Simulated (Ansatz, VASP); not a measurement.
**Two plane-wave programs on Zn2CrIn3Te8**

The input INCAR:

```
PREC     = Accurate       # precision mode
ENCUT    = 520            # plane-wave cutoff, eV
EDIFF    = 1E-6           # SCF threshold, eV
ISMEAR   = -1             # smearing method
SIGMA    = 0.05           # smearing width, eV
LREAL    = F              # projectors in reciprocal space
LASPH    = T              # aspherical terms in the spheres
NELM     = 60             # most SCF steps
ALGO     = Normal         # electronic algorithm
ISIF     = 2              # what is computed and relaxed
LWAVE    = F              # write WAVECAR
LCHARG   = F              # write CHGCAR
GGA      = PE             # functional
NBANDS   = 74             # bands
```

File KPOINTS:

```
regular mesh
0
Gamma
  2 2 1
```

File POSCAR:

```
Zn2CrIn3Te8
1.0
    6.1220000000      0.0000000000      0.0000000000
    0.0000000000      6.1220000000      0.0000000000
    0.0000000000      0.0000000000     12.2400000000
Cr In Zn Te
1 3 2 8
Direct
    0.5000000000      0.5000000000      0.0000000000
    0.0000000000      0.5000000000      0.2500000000
    0.0000000000      0.0000000000      0.5000000000
    0.5000000000      0.0000000000      0.7500000000
    0.0000000000      0.0000000000      0.0000000000
    0.5000000000      0.5000000000      0.5000000000
    0.2500000000      0.2500000000      0.1250000000
    0.7500000000      0.2500000000      0.3750000000
    0.7500000000      0.7500000000      0.1250000000
    0.2500000000      0.7500000000      0.3750000000
    0.7500000000      0.7500000000      0.6250000000
    0.2500000000      0.7500000000      0.8750000000
    0.2500000000      0.2500000000      0.6250000000
    0.7500000000      0.2500000000      0.8750000000
```

Input for Ansatz:

```yaml
crystal:
  lattice:
    - [6.122, 0.0, 0.0]
    - [0.0, 6.122, 0.0]
    - [0.0, 0.0, 12.24]
  atoms:
    - { symbol: Cr, position: [0.5, 0.5, 0.0] }
    - { symbol: In, position: [0.0, 0.5, 0.25] }
    - { symbol: Zn, position: [0.0, 0.0, 0.0] }
    - { symbol: Te, position: [0.25, 0.25, 0.125] }
    - { symbol: Te, position: [0.75, 0.25, 0.375] }
    - { symbol: Te, position: [0.75, 0.75, 0.125] }
    - { symbol: Te, position: [0.25, 0.75, 0.375] }
    - { symbol: In, position: [0.0, 0.0, 0.5] }
    - { symbol: In, position: [0.5, 0.0, 0.75] }
    - { symbol: Zn, position: [0.5, 0.5, 0.5] }
    - { symbol: Te, position: [0.75, 0.75, 0.625] }
    - { symbol: Te, position: [0.25, 0.75, 0.875] }
    - { symbol: Te, position: [0.25, 0.25, 0.625] }
    - { symbol: Te, position: [0.75, 0.25, 0.875] }
hamiltonian:
  xc: pbe
  pseudopotentials: { kind: paw }
basis:
  ecutwfc: 420
kpoints:
  mp_grid: { grid: [2, 2, 1] }
scf:
  occupations: { method: fermi_dirac, width: 0.05 }
  lower_state_search: "off"
output:
  forces: true
  stress: true
  write_density: true
  write_potential: true
  elf: true
  volumetric_format: npy
```

Alike in both runs: task single point; functional PBE; k mesh 2 × 2 × 1; occupations fermi-dirac, width 0.05 eV; no spin polarisation.

```csv
,VASP,Ansatz
version,VASP 6.6.1,Ansatz 0.2.0
potentials or method,"VASP PAW PBE potentials, release 64 (Cr_pv, In_d, Zn, Te), cutoff 520 eV","PAW, plane waves, scalar-relativistic"
valence electrons in the cell,123,205
```

Ansatz gave:

* pressure (GPa): 5.1
* rms of the force components (eV/Å): 0.810

Q: What did VASP give for the same quantities?

A: Pressure (GPa): 5.2; rms of the force components (eV/Å): 0.811.

VASP's potentials hold 123 valence electrons a cell and Ansatz's 205, so a difference there can come from the potentials and not from the codes.

The k mesh is coarse, so the values compare programs but aren't converged. Spin-orbit coupling is off throughout.
